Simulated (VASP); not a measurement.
# TaN: single point with r2SCAN

TaN:

```
Ta N
1.0
     2.93800    0.00000    0.00000
    -1.46900    2.54438    0.00000
     0.00000    0.00000    2.88300
Ta N
1 1
Direct
  0.00000 0.00000 0.50000
  0.66667 0.33333 0.00000
```

| Property | Result |
| --- | --- |
| Program | VASP 6.6.1 |
| Task | single point |
| Functional | r2SCAN |
| Potentials or basis | VASP PAW PBE potentials, release 64 (Ta_pv, N) |
| Cutoff | 660 eV |
| k mesh | 6 × 6 × 5 |
| Occupations | gaussian, width 0.1 eV |
| Spin | no spin polarisation |
| Dipole correction | no |
| Further INCAR settings | ALGO = Normal; EDIFF = 1e-06; NBANDS = 15 |

* Pressure: 1.4 GPa
* Band gap on the k mesh: zero (filled and empty bands overlap)

Stress tensor (GPa, compression positive):
```
1.02 0.00 0.00
0.00 1.02 0.00
0.00 0.00 2.06
```

Levels at points of the mesh, in eV from the Fermi level:
```tsv
k point	band 4	band 5	band 6	band 7	band 8	band 9	band 10	band 11	band 12	band 13
(0.00, 0.00, 0.00)	-18.87	-4.89	-4.89	-4.45	-3.20	2.43	3.70	3.70	4.17	4.17
(0.50, 0.00, 0.00)	-16.59	-8.67	-5.51	-3.67	-3.47	3.16	4.09	5.39	5.49	7.84
```

Run time: 77 s on 1 thread of AMD EPYC 7R13, on a shared host, peak memory 0.13 GiB.

Caveat: the k points lie up to 0.44 Å⁻¹ apart; the PAW data sets were made with another functional, which shifts forces and pressure a little; spin-orbit coupling is left out, which moves the levels of the heavy elements.
